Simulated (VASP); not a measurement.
Input of a VASP 6.6.1 run:

POSCAR

```
W
1.0
   -1.5848038465      1.5848038465      1.5848038465
    1.5848038465     -1.5848038465      1.5848038465
    1.5848038465      1.5848038465     -1.5848038465
W
1
Direct
    0.0000000000      0.0000000000      0.0000000000
```

File INCAR.step1:

```
ALGO     = Normal         # electronic algorithm
EDIFF    = 1E-4           # SCF threshold, eV
ENCUT    = 520            # plane-wave cutoff, eV
GGA      = PE             # functional
ISMEAR   = 1              # smearing method
LASPH    = T              # aspherical terms in the spheres
LCHARG   = F              # write CHGCAR
LREAL    = F              # projectors in reciprocal space
LWAVE    = T              # write WAVECAR
NBANDS   = 13             # bands
NELM     = 60             # most SCF steps
PREC     = Accurate       # precision mode
SIGMA    = 0.2            # smearing width, eV
```

Contents of INCAR.step2:

```
ALGO     = Normal         # electronic algorithm
EDIFF    = 1E-6           # SCF threshold, eV
ENCUT    = 520            # plane-wave cutoff, eV
ISIF     = 2              # what is computed and relaxed
ISMEAR   = 1              # smearing method
ISTART   = 1            
LASPH    = T              # aspherical terms in the spheres
LCHARG   = F              # write CHGCAR
LMIXTAU  = T            
LREAL    = F              # projectors in reciprocal space
LWAVE    = F              # write WAVECAR
METAGGA  = R2SCAN         # meta-GGA
NBANDS   = 13             # bands
NELM     = 60             # most SCF steps
PREC     = Accurate       # precision mode
SIGMA    = 0.2            # smearing width, eV
```

The input KPOINTS:

```
k-points
0
Gamma
  14 14 14
```

Potentials or basis: VASP PAW PBE potentials, release 64 (W_sv).

Run with:

```sh
$ cat potpaw_PBE.64/W_sv/POTCAR > POTCAR
$ cp INCAR.step1 INCAR
$ mpirun -np 1 vasp_std > vasp.out
$ cp INCAR.step2 INCAR
$ mpirun -np 1 vasp_std > vasp.out
```

Question: What does it give for the pressure?

Answer: 1.4 GPa.

Question: Predict the band gap on the k mesh.

Answer: Zero (bands 7 and 8 overlap by 6.58 eV).

Caveat: the PAW data sets were made with another functional, which shifts forces and pressure a little; spin-orbit coupling is left out, which moves the levels of the heavy elements.
